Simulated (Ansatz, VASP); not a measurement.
## TiB2 in VASP and in Ansatz

INCAR

```
  PREC = Accurate
  ENCUT = 520
  EDIFF = 1E-6
  ISMEAR = -1
  SIGMA = 0.05
  LREAL = False
  LASPH = True
  NELM = 80
  ALGO = Normal
  ISIF = 2
  LWAVE = False
  LCHARG = False
  GGA = PS
  NBANDS = 16
```

KPOINTS

```
Automatic mesh
0
Gamma
  14 14 11
```

Contents of POSCAR:

```
TiB2
1.0
    3.0362503519      0.0000000000      0.0000000000
   -1.5181251759      2.6294699370      0.0000000000
    0.0000000000      0.0000000000      3.2134243380
Ti B
1 2
Direct
    0.0000000000      0.0000000000      0.0000000000
    0.3333333333      0.6666666667      0.5000000000
    0.6666666667      0.3333333333      0.5000000000
```

Input for Ansatz:

```yaml
crystal:
  lattice:
    - [3.0362503519, 0.0, 0.0]
    - [-1.5181251759, 2.629469937, 0.0]
    - [0.0, 0.0, 3.213424338]
  atoms:
    - { symbol: Ti, position: [0.0, 0.0, 0.0] }
    - { symbol: B, position: [0.3333333333, 0.6666666667, 0.5] }
    - { symbol: B, position: [0.6666666667, 0.3333333333, 0.5] }
kpoints:
  mp_grid: { grid: [14, 14, 11] }
  band_path:
    path:
      - [0.0, 0.0, 0.0]
      - [0.5, 0.0, 0.0]
      - [0.3333333333, 0.3333333333, 0.0]
      - [0.0, 0.0, 0.0]
      - [0.0, 0.0, 0.5]
      - [0.5, 0.0, 0.5]
      - [0.3333333333, 0.3333333333, 0.5]
      - [0.0, 0.0, 0.5]
      - [0.5, 0.0, 0.5]
    npoints: 6
scf:
  occupations: { method: fermi_dirac, width: 0.05 }
hamiltonian:
  xc: pbesol
  pseudopotentials: { kind: paw }
output:
  forces: true
  stress: true
  eigenvalues: true
  populations: true
  write_density: true
  write_potential: true
  elf: true
  volumetric_format: npy
```

Change from the starting cell: volume scaled by 1, PAW files.

Alike in both runs: task single point; functional PBEsol; k mesh 14 × 14 × 11; occupations fermi-dirac, width 0.05 eV; no spin polarisation.

```csv
,VASP,Ansatz
version,VASP 6.6.1,Ansatz 0.2.0
potentials or method,"VASP PAW PBE potentials, release 64 (Ti_sv, B)","PAW with Ansatz's default frozen-core files, scalar-relativistic"
plane-wave cutoff (eV),520,420
valence electrons in the cell,18,18
```

```csv
,VASP,Ansatz,Ansatz less VASP
pressure (GPa),-5.0,-5.4,-0.40
"traceless stress, the component that is largest in VASP (GPa)",-0.08,-0.01,+0.070
```

VASP's potentials were made for PBE, not for PBEsol.
